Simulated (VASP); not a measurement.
# Mg (P6_3/mmc) in VASP: further runs

Mg is run at these levels: PBE; tasks: single point.

All numbers are computed with VASP 6.6.1; they aren't measurements. Logs are shortened: lines on timing, memory, paths and dates and some standing lists are left out, and cuts for length are marked.

## Step 1: The cell of the first run

Symmetry: P6_3/mmc, No. 194, hexagonal system. The conventional cell has a = 3.333 Å, b = 3.333 Å, c = 4.917 Å, α = 90.00°, β = 90.00°, γ = 120.00°. Within 4.1 Å of Mg (site symmetry -6m2) lie 12 Mg at 3.12 to 3.33 Å.

## Step 2: Single point, PBE

The input, INCAR:

```
SYSTEM = Mg
PREC = Accurate
ENCUT = 520
EDIFF = 1E-7
ISMEAR = 0
SIGMA = 0.1
LREAL = .FALSE.
LASPH = .TRUE.
NELM = 60
ALGO = Normal
ISIF = 2
LWAVE = .FALSE.
LCHARG = .FALSE.
GGA = PE
NBANDS = 18
```

The input, KPOINTS:

```
regular mesh
0
G
  6 6 7
  0 0 0
```

The input, POSCAR:

```
Mg
1.0
    6.6654395561      0.0000000000      0.0000000000
   -3.3327197780      5.7724399829      0.0000000000
    0.0000000000      0.0000000000      4.9172540073
Mg
8
Direct
    0.3333333333      0.6666666667      0.2500000000
    0.3333333333      0.1666666667      0.2500000000
    0.8333333333      0.6666666667      0.2500000000
    0.8333333333      0.1666666667      0.2500000000
    0.1666666667      0.3333333333      0.7500000000
    0.1666666667      0.8333333333      0.7500000000
    0.6666666667      0.3333333333      0.7500000000
    0.6666666667      0.8333333333      0.7500000000
```

Potentials or basis: VASP PAW PBE potentials, release 64 (Mg).

Launch:

```
$ cat potpaw_PBE.64/Mg/POTCAR > POTCAR
$ mpirun -np 1 vasp_std > vasp.out
```

OUTCAR:

```text
SYSTEM = Mg
   PREC = Accurate
   ENCUT = 520
   EDIFF = 1E-7
   ISMEAR = 0
   LREAL = .FALSE.
   LASPH = .TRUE.
   NELM = 60
   ISIF = 2
   GGA = PE

 ion  position               nearest neighbor table
   1  0.333  0.667  0.250-   6 3.12   6 3.12   5 3.12   5 3.12   8 3.12   8 3.12   2 3.33   2 3.33
                             4 3.33   4 3.33   3 3.33   3 3.33
   2  0.333  0.167  0.250-   5 3.12   5 3.12   6 3.12   6 3.12   7 3.12   7 3.12   1 3.33   1 3.33
                             3 3.33   3 3.33   4 3.33   4 3.33
   3  0.833  0.667  0.250-   8 3.12   8 3.12   7 3.12   7 3.12   6 3.12   6 3.12   4 3.33   4 3.33
                             2 3.33   2 3.33   1 3.33   1 3.33
   4  0.833  0.167  0.250-   7 3.12   7 3.12   8 3.12   8 3.12   5 3.12   5 3.12   3 3.33   3 3.33
                             1 3.33   1 3.33   2 3.33   2 3.33
   5  0.167  0.333  0.750-   2 3.12   2 3.12   1 3.12   1 3.12   4 3.12   4 3.12   6 3.33   6 3.33
                             8 3.33   8 3.33   7 3.33   7 3.33
   6  0.167  0.833  0.750-   1 3.12   1 3.12   2 3.12   2 3.12   3 3.12   3 3.12   5 3.33   5 3.33
                             7 3.33   7 3.33   8 3.33   8 3.33
   7  0.667  0.333  0.750-   4 3.12   4 3.12   3 3.12   3 3.12   2 3.12   2 3.12   8 3.33   8 3.33
                             6 3.33   6 3.33   5 3.33   5 3.33
   8  0.667  0.833  0.750-   3 3.12   3 3.12   4 3.12   4 3.12   1 3.12   1 3.12   7 3.33   7 3.33
                             5 3.33   5 3.33   6 3.33   6 3.33

  LATTYP: Found a hexagonal cell.
 ALAT       =     6.6654395561
 C/A-ratio  =     0.7377238914

  Lattice vectors:

 A1 = (   6.6654395561,   0.0000000000,   0.0000000000)
 A2 = (  -3.3327197780,   5.7724399829,   0.0000000000)
 A3 = (   0.0000000000,   0.0000000000,   4.9172540073)

Analysis of symmetry for initial positions (statically):
=====================================================================
 Subroutine PRICEL returns following result:

  LATTYP: Found a hexagonal cell.
 ALAT       =     3.3327197780
 C/A-ratio  =     1.4754477828

  Lattice vectors:

 A1 = (   3.3327197780,   0.0000000000,   0.0000000000)
 A2 = (  -1.6663598890,   2.8862199914,   0.0000000000)
 A3 = (   0.0000000000,   0.0000000000,   4.9172540073)

   4 primitive cells build up your supercell.

 Routine SETGRP: Setting up the symmetry group for a
 hexagonal supercell.

 Subroutine GETGRP returns: Found 24 space group operations
 (whereof 12 operations were pure point group operations)
 out of a pool of 24 trial point group operations.

The static configuration has the point symmetry D_3d.
 The point group associated with its full space group is D_6h.

Analysis of symmetry for dynamics (positions and initial velocities):
=====================================================================
 Subroutine PRICEL returns following result:

  LATTYP: Found a hexagonal cell.
 ALAT       =     3.3327197780
 C/A-ratio  =     1.4754477828

  Lattice vectors:

 A1 = (   3.3327197780,   0.0000000000,   0.0000000000)
 A2 = (  -1.6663598890,   2.8862199914,   0.0000000000)
 A3 = (   0.0000000000,   0.0000000000,   4.9172540073)

   4 primitive cells build up your supercell.

 Routine SETGRP: Setting up the symmetry group for a
 hexagonal supercell.

 Subroutine GETGRP returns: Found 24 space group operations
 (whereof 12 operations were pure point group operations)
 out of a pool of 24 trial point group operations.

The dynamic configuration has the point symmetry D_3d.
 The point group associated with its full space group is D_6h.

 Subroutine INISYM returns: Found 24 space group operations
 (whereof 12 operations are pure point group operations),
 and found     4 'primitive' translations

----------------------------------------------------------------------------------------

                                     Primitive cell

  volume of cell :      47.2989

  direct lattice vectors                    reciprocal lattice vectors
     3.332719778  0.000000000  0.000000000     0.300055230  0.173236968  0.000000000
    -1.666359889  2.886219991  0.000000000     0.000000000  0.346473936  0.000000000
     0.000000000  0.000000000  4.917254007     0.000000000  0.000000000  0.203365537

  length of vectors
     3.332719778  3.332719778  4.917254007     0.346473936  0.346473936  0.203365537

  position of ions in fractional coordinates (direct lattice)
     0.666666667  0.333333333  0.250000000
     0.333333333  0.666666667  0.750000000

  ion indices of the primitive-cell ions
   primitive index   ion index
                 1           1
                 2           6

----------------------------------------------------------------------------------------

 KPOINTS: regular mesh

Automatic generation of k-mesh.
 Grid dimensions read from file:
 generate k-points for:    6    6    7

 Generating k-lattice:

  Cartesian coordinates                     Fractional coordinates (reciprocal lattice)
     0.025004603  0.014436414  0.000000000     0.166666667  0.000000000  0.000000000
     0.000000000  0.028872828  0.000000000     0.000000000  0.166666667  0.000000000
     0.000000000  0.000000000  0.029052220     0.000000000  0.000000000  0.142857143

  Length of vectors
     0.028872828  0.028872828  0.029052220

  Shift w.r.t. Gamma in fractional coordinates (k-lattice)
     0.000000000  0.000000000  0.000000000

 Subroutine IBZKPT returns following result:
 ===========================================

 Found     28 irreducible k-points:

 Following reciprocal coordinates:
            Coordinates               Weight
  0.000000  0.000000  0.000000      1.000000
  0.166667  0.000000  0.000000      6.000000
  0.333333  0.000000  0.000000      6.000000
  0.500000  0.000000  0.000000      3.000000
  0.166667  0.166667  0.000000      6.000000
  0.333333  0.166667  0.000000     12.000000
[... 16 lines left out ...]
  0.166667  0.000000  0.428571     12.000000
  0.333333  0.000000  0.428571     12.000000
 [... further k-points ...]
   k-points           NKPTS =     28   k-points in BZ     NKDIM =     28   number of bands    NBANDS=     18
   number of dos      NEDOS =    301   number of ions     NIONS =      8
   total plane-waves  NPLWV = 100000
   dimension x,y,z NGX =    50 NGY =   50 NGZ =   40
   dimension x,y,z NGXF=   100 NGYF=  100 NGZF=   80
   ions per type =               8
   NGX,Y,Z   is equivalent  to a cutoff of  12.47, 12.47, 13.52 a.u.
   NGXF,Y,Z  is equivalent  to a cutoff of  24.94, 24.94, 27.05 a.u.
 SYSTEM =  Mg
   PREC   = accura    normal or accurate (medium, high low for compatibility)
   ISTART =      0    job   : 0-new  1-cont  2-samecut
   ICHARG =      2    charge: 1-file 2-atom 10-const
   ISPIN  =      1    spin polarized calculation?
   LNONCOLLINEAR =      F non collinear calculations
   LSORBIT =      F    spin-orbit coupling
   LASPH  =      T    aspherical Exc in radial PAW
   ENCUT  =  520.0 eV  38.22 Ry    6.18 a.u.  12.39 12.39  9.14*2*pi/ulx,y,z
   NELM   =     60;   NELMIN=  2; NELMDL= -5     # of ELM steps
   EDIFF  = 0.1E-06   stopping-criterion for ELM
   LREAL  =      F    real-space projection
   EDIFFG = 0.1E-05   stopping-criterion for IOM
   NSW    =      0    number of steps for IOM
   IBRION =     -1    ionic relax: 0-MD 1-quasi-New 2-CG
   NFREE  =      0    steps in history (QN), initial steepest desc. (CG)
   ISIF   =      2    stress and relaxation
   ISYM   =      2    0-nonsym 1-usesym 2-fastsym
   POTIM  = 0.5000    time-step for ionic-motion
   TEBEG  =    0.0;   TEEND  =   0.0 temperature during run
   PSTRESS=    0.0 pullay stress
   NELECT =      16.0000    total number of electrons
   NUPDOWN=      -1.0000    fix difference up-down
   EMIN   =  10.00;   EMAX   =-10.00  energy-range for DOS
   EFERMI =   0.00;   METHOD = LEGACY
   ISMEAR =     0;   SIGMA  =   0.10  broadening in eV -4-tet -1-fermi 0-gaus
   EFERMI_NEDOS =   21; number of points for ismear=-14 and -15
   IALGO  =     38    algorithm
   IMIX   =      4    mixing-type and parameters
     AMIX     =   0.40;   BMIX     =  1.00
     AMIX_MAG =   1.60;   BMIX_MAG =  1.00
  volume/ion in A,a.u.               =      23.65       159.59
  Fermi-wavevector in a.u.,A,eV,Ry     =   0.718585  1.357928  7.025555  0.516364
  Thomas-Fermi vector in A             =   1.807560
   LORBIT       =      0    0 simple, 1 ext, 2 COOP (PROOUT), +10 PAW based schemes
   GGA     = PE    functional components
   LHFCALC =     F    Hartree Fock is set to
   AEXX    =    0.0000 exact exchange contribution
   IVDW    =     0    specifies the selected vdW correction
   LEPSILON=     F    determine dielectric tensor
   LRPA    =     F    only Hartree local field effects (RPA)
 non-spin polarized calculation
 Gauss-broadening in eV      SIGMA  =   0.10
  energy-cutoff  :      520.00
  volume of cell :      189.20
 maximum number of plane-waves:      5124
 NGX is ok and might be reduce to    50
   NGX = 25   NGY = 25   NGZ = 19

 number of electron      16.0000000 magnetization

 Free energy of the ion-electron system (eV)
  ---------------------------------------------------
  ext. energy  EPLUGINS =         0.00000000
  ---------------------------------------------------
  free energy    TOTEN  =       -11.91059603 eV

  energy without entropy =      -11.89650984  energy(sigma->0) =      -11.90355293

 E-fermi :   2.4495     XC(G=0):  -8.3963

 val. band max:        2.4079342002   @ k =   0.5000   0.0000   0.0000
 cond. band min:       2.4583280744   @ k =   0.1667   0.1667   0.4286
 fundamental gap:      0.0503938742
 Fermi energy:         2.4494899864

 k-point     1 :       0.0000    0.0000    0.0000
  band No.  band energies     occupation
      1      -4.3263      2.00000
      2       0.0345      2.00000
      3       0.0345      2.00000
      4       0.0345      2.00000
      5       0.1643      2.00000
      6       0.1643      2.00000
[... 10 lines left out ...]
     17       6.3686      0.00000
     18       6.3686      0.00000

 k-point     2 :       0.1667    0.0000    0.0000
  band No.  band energies     occupation
      1      -4.2006      2.00000
      2      -1.2318      2.00000
      3      -0.5050      2.00000
      4      -0.5050      2.00000
      5       0.9357      2.00000
      6       0.9357      2.00000
[... 10 lines left out ...]
     17       6.3573      0.00000
     18       6.5763      0.00000
[... 442 lines left out ...]
 k-point    24 :       0.3333    0.0000    0.4286
  band No.  band energies     occupation
      1      -2.6908      2.00000
      2      -1.8189      2.00000
      3      -1.2186      2.00000
      4      -0.3623      2.00000
      5       0.2262      2.00000
      6       0.2262      2.00000
[... 10 lines left out ...]
     17       6.8218      0.00000
     18       6.8218      0.00000

 [... further k-points ...]
[... 5 lines left out ...]
  --------------------------------------------------------------------------------------
  -------------------------------------------------------------------------------------
  Total       -2.7126470     -2.7126470      2.2659174     -0.0000000      0.0000000      0.0000000
  in kB      -22.9716929    -22.9716929     19.1886220     -0.0000000      0.0000000      0.0000000
  external PRESSURE =      -8.9182546 kB  Pullay stress =       0.0000000 kB

 VOLUME and BASIS-vectors are now :
 -----------------------------------------------------------------------------
  energy-cutoff  :      520.00
  volume of cell :      189.20
      direct lattice vectors                 reciprocal lattice vectors
     6.665439556  0.000000000  0.000000000     0.150027615  0.086618484  0.000000000
    -3.332719778  5.772439983  0.000000000     0.000000000  0.173236968  0.000000000
     0.000000000  0.000000000  4.917254007     0.000000000  0.000000000  0.203365537

 POSITION                                       TOTAL-FORCE (eV/Angst)
 -----------------------------------------------------------------------------------
     -0.00000      3.84829      1.22931        -0.000000      0.000000     -0.000000
      1.66636      0.96207      1.22931        -0.000000      0.000000      0.000000
      3.33272      3.84829      1.22931        -0.000000      0.000000     -0.000000
      4.99908      0.96207      1.22931        -0.000000     -0.000000     -0.000000
      0.00000      1.92415      3.68794         0.000000     -0.000000     -0.000000
     -1.66636      4.81037      3.68794         0.000000     -0.000000     -0.000000
      3.33272      1.92415      3.68794         0.000000      0.000000      0.000000
      1.66636      4.81037      3.68794         0.000000     -0.000000     -0.000000
 -----------------------------------------------------------------------------------
    total drift:                               -0.000000      0.000000     -0.000000

  FREE ENERGIE OF THE ION-ELECTRON SYSTEM (eV)
  ---------------------------------------------------
  free  energy   TOTEN  =       -11.9105960267 eV

  energy  without entropy=      -11.8965098392  energy(sigma->0) =      -11.90355293
```

Wall time 43 s (1 thread of Intel Xeon 6975P-C (Granite Rapids), shared host); peak memory 0.32 GiB.

Results:

```yaml
Free_energy: -11.9106 eV
Pressure: -0.9 GPa
Band_gap_on_the_k_mesh: zero (band 8 reaches 3.13 eV, above the bottom of band 9 at 1.76 eV)
```

## Step 3: Single point, PBE

This run uses another cell than the first one, of 24.33 Å³/atom, 1.029 times its volume.

The input, INCAR:

```
SYSTEM = Mg
ALGO     = Normal         ! electronic algorithm
EDIFF    = 1E-6           ! SCF threshold, eV
ENCUT    = 520            ! plane-wave cutoff, eV
GGA      = PE             ! functional
ISIF     = 2              ! what is computed and relaxed
ISMEAR   = 0              ! smearing method
LASPH    = .True.         ! aspherical terms in the spheres
LCHARG   = .False.        ! write CHGCAR
LREAL    = .False.        ! projectors in reciprocal space
LWAVE    = .False.        ! write WAVECAR
NBANDS   = 18             ! bands
NELM     = 80             ! most SCF steps
PREC     = Accurate       ! precision mode
SIGMA    = 0.1            ! smearing width, eV
```

The input, KPOINTS:

```
k-points
0
Gamma
  6 6 7
  0 0 0
```

Changes to POSCAR since step 2:

```diff
@@ -3,4 +3,4 @@
     6.6654395561      0.0000000000      0.0000000000
-   -3.3327197780      5.7724399829      0.0000000000
-    0.0000000000      0.0000000000      4.9172540073
+   -3.3327197780      5.7724399830      0.0000000000
+    0.0000000000      0.0000000000      5.0588849334
 Mg
```

Potentials or basis: VASP PAW PBE potentials, release 64 (Mg).

Launch:

```
$ cat potpaw_PBE.64/Mg/POTCAR > POTCAR
$ mpirun -np 1 vasp_std > vasp.out
```

Wall time 46 s (1 thread of Intel Xeon 6975P-C (Granite Rapids), shared host); peak memory 0.33 GiB.

Results (log left out):

| Property | Result |
| --- | --- |
| Free energy | -11.9408 eV |
| Pressure | -1.9 GPa |
| Band gap on the k mesh | zero (band 8 reaches 2.81 eV, above the bottom of band 9 at 1.71 eV) |

Stress tensor (GPa, compression positive):
```
-2.77  0.00  0.00
 0.00 -2.77  0.00
 0.00  0.00 -0.16
```

Levels at points of the mesh, in eV from the Fermi level:
```
           k point  band 4  band 5  band 6  band 7  band 8  band 9  band 10  band 11  band 12  band 13
(0.00, 0.00, 0.00)   -2.26   -2.14   -2.14   -2.14   -1.18   -0.57     2.74     2.74     2.74     3.22
(0.50, 0.00, 0.00)   -3.29   -0.15   -0.15    0.48    0.48    0.81     0.81     1.05     1.05     1.92
```

(Part 1 of 2 ends here.)
